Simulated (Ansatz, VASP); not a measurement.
**Al3Au in VASP and in Ansatz**

```
Au Al
1.0
    -1.94432    1.94432    4.05660
     1.94432   -1.94432    4.05660
     1.94432    1.94432   -4.05660
Au Al
1 3
Direct
  0.00000 0.00000 0.00000
  0.50000 0.50000 0.00000
  0.25000 0.75000 0.50000
  0.75000 0.25000 0.50000
```

Alike in both runs: task single point; functional PBE; k mesh 8 × 8 × 8; occupations fermi-dirac, width 0.05 eV; no spin polarisation.

|  | VASP | Ansatz |
| --- | --- | --- |
| version | VASP 6.6.1 | Ansatz 0.2.0 |
| potentials or method | VASP PAW PBE potentials, release 64 (Au, Al) | Ansatz PAW |
| plane-wave cutoff (eV) | 520 | 420 |
| valence electrons in the cell | 20 | 28 |

Ansatz gave:

```
gap on the k mesh at the Fermi level (eV)                     : none
pressure (GPa)                                                : 10.0
traceless stress, the component that is largest in VASP (GPa) : -3.70
```

Q: Estimate VASP's values.

A: gap on the k mesh at the Fermi level (eV): none; pressure (GPa): 9.8; traceless stress, the component that is largest in VASP (GPa): -3.68.

A gap of «none» marks a metal or a gap that the smearing closes. VASP's potentials hold 20 valence electrons a cell and Ansatz's 28, so a difference there can come from the potentials and not from the codes.

Neither program's run includes spin-orbit coupling.
